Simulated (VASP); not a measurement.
Here is a VASP 6.6.1 calculation.

The input POSCAR:

```
NaCl
1.0
    0.0000000000      2.8027319616      2.8027319616
    2.8027319616      0.0000000000      2.8027319616
    2.8027319616      2.8027319616      0.0000000000
Na Cl
1 1
Direct
    0.0000000000      0.0000000000      0.0000000000
    0.5000000000      0.5000000000      0.5000000000
```

Contents of INCAR.step1:

```
  ALGO = Normal
  EDIFF = 1E-5
  ENCUT = 550
  GGA = PE
  GGA_COMPAT = False
  ISMEAR = 1
  LASPH = True
  LCHARG = False
  LREAL = False
  LWAVE = True
  NBANDS = 14
  NELM = 120
  PREC = Accurate
  SIGMA = 0.2
```

Contents of INCAR.step2:

```
  ALGO = Normal
  EDIFF = 1E-6
  ENCUT = 550
  GGA_COMPAT = False
  ISIF = 2
  ISMEAR = 1
  ISTART = 1
  LASPH = True
  LCHARG = False
  LMIXTAU = True
  LREAL = False
  LWAVE = False
  METAGGA = R2SCAN
  NBANDS = 14
  NELM = 120
  PREC = Accurate
  SIGMA = 0.2
```

Contents of KPOINTS:

```
k-points
0
Gamma
  6 6 6
```

Potentials or basis: VASP PAW PBE potentials, release 64 (Na_pv, Cl).

Run with:

```bash
$ cat potpaw_PBE.64/Na_pv/POTCAR potpaw_PBE.64/Cl/POTCAR > POTCAR
$ cp INCAR.step1 INCAR
$ mpirun -np 1 vasp_std > vasp.out
$ cp INCAR.step2 INCAR
$ mpirun -np 1 vasp_std > vasp.out
```

Q: Estimate the pressure.

A: -0.2 GPa.

Q: Predict the band gap on the k mesh.

A: 6.00 eV.

Caveat: the PAW data sets were made with another functional, which shifts forces and pressure a little. r2SCAN opens gaps a little over a GGA but as a rule still falls short of measured ones.
